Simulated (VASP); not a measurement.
# P (P4/mmm) in VASP: further runs

Runs on P. Level: PBEsol+D3(BJ). Tasks: single point.

Everything below comes from runs of VASP 6.6.1. Logs are shortened: lines on timing, memory, paths and dates and some standing lists are left out, and cuts for length are marked.

## (1) The cell of the first run

The structure is tetragonal, space group P4/mmm (No. 123). Conventional cell: a = 4.139 Å, b = 4.139 Å, c = 4.665 Å, α = 90.00°, β = 90.00°, γ = 90.00°. P (site symmetry 4/mmm) has 6 P at 4.14 to 4.67 Å within 5.4 Å.

## (2) Single point, PBEsol+D3(BJ)

INCAR

```
SYSTEM = P
PREC = Accurate ; ENCUT = 520
EDIFF = 1E-6 ; ISMEAR = 0
SIGMA = 0.15 ; LREAL = .FALSE.
LASPH = .TRUE. ; NELM = 100
ALGO = Normal ; ISIF = 2
LWAVE = .FALSE. ; LCHARG = .TRUE.
GGA = PS ; IVDW = 12
LELF = .TRUE. ; LVHAR = .TRUE.
NBANDS = 8
```

KPOINTS

```
Automatic mesh
0
G
  12 12 12
  0 0 0
```

POSCAR

```
P
1.0
    4.1392881578      0.0000000000      0.0000000000
    0.0000000000      4.1392881578      0.0000000000
    0.0000000000      0.0000000000      4.6652065926
P
1
Direct
    0.0000000000      0.0000000000      0.0000000000
```

Potentials or basis: VASP PAW PBE potentials, release 64 (P).

On the command line:

```
cat potpaw_PBE.64/P/POTCAR > POTCAR
mpirun -np 1 vasp_std > vasp.out
```

OUTCAR:

```text
SYSTEM = P
   PREC = Accurate
   ENCUT = 520
   EDIFF = 1E-6
   ISMEAR = 0
   LREAL = .FALSE.
   LASPH = .TRUE.
   NELM = 100
   ISIF = 2
   GGA = PS
   IVDW = 12
 IVDW          = 12

 ion  position               nearest neighbor table
   1  0.000  0.000  0.000-

  LATTYP: Found a simple tetragonal cell.
 ALAT       =     4.1392881578
 C/A-ratio  =     1.1270552846

  Lattice vectors:

 A1 = (   4.1392881578,   0.0000000000,   0.0000000000)
 A2 = (   0.0000000000,   4.1392881578,   0.0000000000)
 A3 = (   0.0000000000,   0.0000000000,   4.6652065926)

Analysis of symmetry for initial positions (statically):
=====================================================================
 Subroutine PRICEL returns:
 Original cell was already a primitive cell.

 Routine SETGRP: Setting up the symmetry group for a
 simple tetragonal supercell.

 Subroutine GETGRP returns: Found 16 space group operations
 (whereof 16 operations were pure point group operations)
 out of a pool of 16 trial point group operations.

The static configuration has the point symmetry D_4h.

Analysis of symmetry for dynamics (positions and initial velocities):
=====================================================================
 Subroutine PRICEL returns:
 Original cell was already a primitive cell.

 Routine SETGRP: Setting up the symmetry group for a
 simple tetragonal supercell.

 Subroutine GETGRP returns: Found 16 space group operations
 (whereof 16 operations were pure point group operations)
 out of a pool of 16 trial point group operations.

The dynamic configuration has the point symmetry D_4h.

 Subroutine INISYM returns: Found 16 space group operations
 (whereof 16 operations are pure point group operations),
 and found     1 'primitive' translations

----------------------------------------------------------------------------------------

                                     Primitive cell

  volume of cell :      79.9323

  direct lattice vectors                    reciprocal lattice vectors
     4.139288158  0.000000000  0.000000000     0.241587433  0.000000000  0.000000000
     0.000000000  4.139288158  0.000000000     0.000000000  0.241587433  0.000000000
     0.000000000  0.000000000  4.665206593     0.000000000  0.000000000  0.214352779

  length of vectors
     4.139288158  4.139288158  4.665206593     0.241587433  0.241587433  0.214352779

  position of ions in fractional coordinates (direct lattice)
     0.000000000  0.000000000  0.000000000

  ion indices of the primitive-cell ions
   primitive index   ion index
                 1           1

----------------------------------------------------------------------------------------

 KPOINTS: Automatic mesh

Automatic generation of k-mesh.
 Grid dimensions read from file:
 generate k-points for:   12   12   12

 Generating k-lattice:

  Cartesian coordinates                     Fractional coordinates (reciprocal lattice)
     0.020132286  0.000000000  0.000000000     0.083333333  0.000000000  0.000000000
     0.000000000  0.020132286  0.000000000     0.000000000  0.083333333  0.000000000
     0.000000000  0.000000000  0.017862732     0.000000000  0.000000000  0.083333333

  Length of vectors
     0.020132286  0.020132286  0.017862732

  Shift w.r.t. Gamma in fractional coordinates (k-lattice)
     0.000000000  0.000000000  0.000000000

 Subroutine IBZKPT returns following result:
 ===========================================

 Found    196 irreducible k-points:

 Following reciprocal coordinates:
            Coordinates               Weight
  0.000000  0.000000  0.000000      1.000000
  0.083333  0.000000  0.000000      4.000000
  0.166667  0.000000  0.000000      4.000000
  0.250000  0.000000  0.000000      4.000000
  0.333333  0.000000  0.000000      4.000000
  0.416667  0.000000  0.000000      4.000000
[... 16 lines left out ...]
  0.333333  0.333333  0.000000      4.000000
  0.416667  0.333333  0.000000      8.000000
 [... further k-points ...]
   k-points           NKPTS =    196   k-points in BZ     NKDIM =    196   number of bands    NBANDS=      8
   number of dos      NEDOS =    301   number of ions     NIONS =      1
   total plane-waves  NPLWV =  36864
   dimension x,y,z NGX =    32 NGY =   32 NGZ =   36
   dimension x,y,z NGXF=    64 NGYF=   64 NGZF=   72
   ions per type =               1
   NGX,Y,Z   is equivalent  to a cutoff of  12.85, 12.85, 12.83 a.u.
   NGXF,Y,Z  is equivalent  to a cutoff of  25.70, 25.70, 25.66 a.u.
 SYSTEM =  P
   PREC   = accura    normal or accurate (medium, high low for compatibility)
   ISTART =      0    job   : 0-new  1-cont  2-samecut
   ICHARG =      2    charge: 1-file 2-atom 10-const
   ISPIN  =      1    spin polarized calculation?
   LNONCOLLINEAR =      F non collinear calculations
   LSORBIT =      F    spin-orbit coupling
   LASPH  =      T    aspherical Exc in radial PAW
   ENCUT  =  520.0 eV  38.22 Ry    6.18 a.u.   7.70  7.70  8.67*2*pi/ulx,y,z
   NELM   =    100;   NELMIN=  2; NELMDL= -5     # of ELM steps
   EDIFF  = 0.1E-05   stopping-criterion for ELM
   LREAL  =      F    real-space projection
[... 7 lines left out ...]
   TEBEG  =    0.0;   TEEND  =   0.0 temperature during run
   PSTRESS=    0.0 pullay stress
   NELECT =       5.0000    total number of electrons
   NUPDOWN=      -1.0000    fix difference up-down
   EMIN   =  10.00;   EMAX   =-10.00  energy-range for DOS
   EFERMI =   0.00;   METHOD = LEGACY
   ISMEAR =     0;   SIGMA  =   0.15  broadening in eV -4-tet -1-fermi 0-gaus
   EFERMI_NEDOS =   21; number of points for ismear=-14 and -15
   IALGO  =     38    algorithm
   IMIX   =      4    mixing-type and parameters
     AMIX     =   0.40;   BMIX     =  1.00
     AMIX_MAG =   1.60;   BMIX_MAG =  1.00
  volume/ion in A,a.u.               =      79.93       539.41
  Fermi-wavevector in a.u.,A,eV,Ry     =   0.649866  1.228069  5.746099  0.422326
  Thomas-Fermi vector in A             =   1.718961
   LORBIT       =      0    0 simple, 1 ext, 2 COOP (PROOUT), +10 PAW based schemes
   GGA     = PS    functional components
   LHFCALC =     F    Hartree Fock is set to
   AEXX    =    0.0000 exact exchange contribution
   IVDW    =    12    specifies the selected vdW correction
   LEPSILON=     F    determine dielectric tensor
   LRPA    =     F    only Hartree local field effects (RPA)
 non-spin polarized calculation
 Gauss-broadening in eV      SIGMA  =   0.15
  energy-cutoff  :      520.00
  volume of cell :       79.93
 maximum number of plane-waves:      2178
 NGX is ok and might be reduce to    32

 number of electron       5.0000002 magnetization

 Free energy of the ion-electron system (eV)
  ---------------------------------------------------
  ext. energy  EPLUGINS =         0.00000000
  ---------------------------------------------------
  free energy    TOTEN  =        -1.22851745 eV

  energy without entropy =       -1.18635468  energy(sigma->0) =       -1.20743607

 E-fermi :  -3.0702     XC(G=0):  -5.0353

 val. band max:       -3.0738120997   @ k =   0.5000   0.5000   0.4167
 cond. band min:      -3.0693278711   @ k =   0.4167   0.0833   0.2500
 fundamental gap:      0.0044842286
 Fermi energy:        -3.0701829434

 k-point     1 :       0.0000    0.0000    0.0000
  band No.  band energies     occupation
      1     -11.8239      2.00000
      2      -2.8764      0.06777
      3      -2.3701      0.00000
      4      -2.3701      0.00000
      5       1.5535      0.00000
      6       4.2475      0.00000
      7       4.6021      0.00000
      8       8.8305      0.00000

 k-point     2 :       0.0833    0.0000    0.0000
  band No.  band energies     occupation
      1     -11.8100      2.00000
      2      -2.8630      0.05081
      3      -2.5161      0.00000
      4      -2.3590      0.00000
      5       1.6731      0.00000
      6       4.3236      0.00000
      7       4.7189      0.00000
      8       8.0951      0.00000

 k-point     3 :       0.1667    0.0000    0.0000
  band No.  band energies     occupation
      1     -11.7714      2.00000
      2      -2.8721      0.06183
      3      -2.8258      0.02122
      4      -2.3283      0.00000
      5       1.9709      0.00000
      6       4.4899      0.00000
      7       5.0506      0.00000
      8       7.3501      0.00000

 k-point     4 :       0.2500    0.0000    0.0000
  band No.  band energies     occupation
      1     -11.7171      2.00000
      2      -3.2899      1.96168
      3      -2.7735      0.00516
      4      -2.2854      0.00000
      5       2.3592      0.00000
      6       4.6979      0.00000
      7       5.3511      0.00000
      8       6.7047      0.00000

 k-point     5 :       0.3333    0.0000    0.0000
  band No.  band energies     occupation
      1     -11.6608      2.00000
      2      -3.6563      2.00000
      3      -2.7195      0.00095
      4      -2.2413      0.00000
      5       2.7970      0.00000
      6       4.9259      0.00000
      7       5.2492      0.00000
      8       6.2085      0.00000
[... 177 lines left out ...]
 k-point    22 :       0.5000    0.2500    0.0000
  band No.  band energies     occupation
      1     -11.5037      2.00000
      2      -3.8217      2.00000
      3      -2.9965      0.48728
      4      -2.5737      0.00000
      5       3.6746      0.00000
      6       4.2612      0.00000
      7       6.1290      0.00000
      8       6.4434      0.00000

 k-point    23 :       0.3333    0.3333    0.0000
  band No.  band energies     occupation
      1     -11.5068      2.00000
      2      -3.4612      1.99977
      3      -3.3742      1.99584
      4      -2.5772      0.00000
      5       3.3930      0.00000
      6       4.4305      0.00000
      7       6.5739      0.00000
      8       6.5928      0.00000

 k-point    24 :       0.4167    0.3333    0.0000
  band No.  band energies     occupation
      1     -11.4669      2.00000
      2      -3.6517      2.00000
      3      -3.3517      1.99205
      4      -2.5405      0.00000
      5       3.2953      0.00000
      6       4.5447      0.00000
      7       6.4265      0.00000
      8       6.6330      0.00000

 [... further k-points ...]

------------------------ aborting loop because EDIFF is reached ----------------------------------------

 Edisp (eV)   -0.08044

 E8    (eV) :    -0.0474

  FORCE on cell =-STRESS in cart. coord.  units (eV):
  Direction    XX          YY          ZZ          XY          YZ          ZX
  --------------------------------------------------------------------------------------
  -------------------------------------------------------------------------------------
  Total      -2.38273    -2.38273    -1.33650     0.00000    -0.00000     0.00000
  in kB     -47.75991   -47.75991   -26.78914     0.00000    -0.00000     0.00000
  external pressure =      -40.77 kB  Pullay stress =        0.00 kB

 VOLUME and BASIS-vectors are now :
 -----------------------------------------------------------------------------
  energy-cutoff  :      520.00
  volume of cell :       79.93
      direct lattice vectors                 reciprocal lattice vectors
     4.139288158  0.000000000  0.000000000     0.241587433  0.000000000  0.000000000
     0.000000000  4.139288158  0.000000000     0.000000000  0.241587433  0.000000000
     0.000000000  0.000000000  4.665206593     0.000000000  0.000000000  0.214352779

 POSITION                                       TOTAL-FORCE (eV/Angst)
 -----------------------------------------------------------------------------------
      0.00000      0.00000      0.00000         0.000000      0.000000      0.000000
 -----------------------------------------------------------------------------------
    total drift:                               -0.000000      0.000000      0.000000

  FREE ENERGIE OF THE ION-ELECTRON SYSTEM (eV)
  ---------------------------------------------------
  free  energy   TOTEN  =        -1.3089607445 eV

  energy  without entropy=       -1.2667979674  energy(sigma->0) =       -1.28787936
```

Run time: 1.7 min. Hardware: 1 thread of Intel Xeon 8259CL, shared host; peak memory 0.26 GiB.

Results:

```yaml
Free_energy: -1.3090 eV
Pressure: -4.1 GPa
Band_gap_on_the_k_mesh: zero (an odd number of electrons rules out a gap without spin polarisation)
Dispersion_energy_per_atom: -0.080 eV
```

Caveat: the cell stands under tension; the atoms stand far beyond bonding distance, and open shells without spin polarisation read as a metal; the PAW data sets were made with another functional, which shifts forces and pressure a little.

## (3) Single point, PBEsol+D3(BJ)

This run uses another cell than the first one, of the same volume but with other edges.

INCAR

```
PREC = Accurate ; ENCUT = 520
EDIFF = 1E-6 ; ISMEAR = 0
SIGMA = 0.15 ; LREAL = False
LASPH = True ; NELM = 60
ALGO = Normal ; ISIF = 2
LWAVE = False ; LCHARG = False
GGA = PS ; IVDW = 12
NBANDS = 8
```

KPOINTS

```
Automatic mesh
0
Gamma
  12 12 12
```

POSCAR

```
P
1.0
    4.2039749835      0.0000000000      0.0000000000
    0.0000000000      4.2039749835      0.0000000000
    0.0000000000      0.0000000000      4.5227434841
P
1
Direct
    0.0000000000      0.0000000000      0.0000000000
```

Potentials or basis: VASP PAW PBE potentials, release 64 (P).

On the command line:

```
cat potpaw_PBE.64/P/POTCAR > POTCAR
mpirun -np 1 vasp_std > vasp.out
```

It took 1.7 min on 1 thread of Intel Xeon 8259CL, shared host; peak memory 0.26 GiB.

The run converged. Its results:

* Free energy: -1.2831 eV
* Pressure: -4.1 GPa
* Band gap on the k mesh: zero (an odd number of electrons rules out a gap without spin polarisation)
* Dispersion energy per atom: -0.081 eV

Stress tensor (GPa, compression positive):
```
-4.48  0.00  0.00
 0.00 -4.48  0.00
 0.00  0.00 -3.22
```

Levels at points of the mesh, in eV from the Fermi level:
| k point | band 1 | band 2 | band 3 | band 4 | band 5 | band 6 | band 7 |
| --- | --- | --- | --- | --- | --- | --- | --- |
| (0.00, 0.00, 0.00) | -8.74 | 0.31 | 0.63 | 0.63 | 4.63 | 7.37 | 7.60 |
| (0.50, 0.00, 0.00) | -8.54 | -0.87 | 0.49 | 0.79 | 6.54 | 7.60 | 8.23 |
| (0.50, 0.50, 0.00) | -8.36 | -0.55 | -0.55 | 0.65 | 5.88 | 8.15 | 9.79 |
| (0.00, 0.00, 0.50) | -8.63 | -0.73 | 0.72 | 0.72 | 6.44 | 7.36 | 8.11 |
| (0.50, 0.00, 0.50) | -8.45 | -0.66 | -0.40 | 0.87 | 5.84 | 8.13 | 9.53 |
| (0.50, 0.50, 0.50) | -8.27 | -0.38 | -0.38 | -0.13 | 6.75 | 7.04 | 7.04 |

Caveat: the cell stands under tension; the atoms stand far beyond bonding distance, and open shells without spin polarisation read as a metal; the PAW data sets were made with another functional, which shifts forces and pressure a little.

## (4) Single point, PBEsol+D3(BJ)

This run uses another cell than the first one, of the same volume but with other edges.

INCAR

```
ALGO = Normal ; EDIFF = 1E-7
ENCUT = 520 ; GGA = PS
ISIF = 2 ; ISMEAR = 0
IVDW = 12 ; LASPH = True
LCHARG = False ; LREAL = False
LWAVE = False ; NBANDS = 8
NELM = 60 ; PREC = Accurate
SIGMA = 0.15
```

KPOINTS

```
k-points
0
Gamma
  12 12 12
```

POSCAR

```
P
1.0
    4.6028472260      0.0000000000      0.0000000000
    0.0000000000      4.6028472260      0.0000000000
    0.0000000000      0.0000000000      3.7728460292
P
1
Direct
    0.0000000000      0.0000000000      0.0000000000
```

On the command line:

```
cat potpaw_PBE.64/P/POTCAR > POTCAR
mpirun -np 1 vasp_std > vasp.out
```

Run time: 1.8 min. Hardware: 1 thread of Intel Xeon 8259CL, shared host; peak memory 0.26 GiB.

It converged, with:

| Item | Value |
| --- | --- |
| Free energy | -1.3872 eV |
| Pressure | -4.1 GPa |
| Band gap on the k mesh | zero (an odd number of electrons rules out a gap without spin polarisation) |
| Dispersion energy per atom | -0.080 eV |

Stress tensor (GPa, compression positive):
```
-2.78  0.00  0.00
 0.00 -2.78  0.00
 0.00  0.00 -6.69
```

Levels at points of the mesh, in eV from the Fermi level:
```
           k point  band 1  band 2  band 3  band 4  band 5  band 6
(0.00, 0.00, 0.00)   -8.81    0.19    0.19    1.27    4.58    7.09
(0.50, 0.00, 0.00)   -8.72   -0.77    0.29    1.33    6.34    7.25
(0.50, 0.50, 0.00)   -8.63   -0.57   -0.57    1.39    5.72    8.35
(0.00, 0.00, 0.50)   -8.37   -1.20    0.58    0.58    6.83    7.87
(0.50, 0.00, 0.50)   -8.29   -1.03   -0.17    0.65    5.93    8.25
(0.50, 0.50, 0.50)   -8.22   -0.88   -0.04   -0.04    6.71    6.71
```

Caveat: the cell stands under tension; the PAW data sets were made with another functional, which shifts forces and pressure a little.

(Part 1 of 2 ends here.)
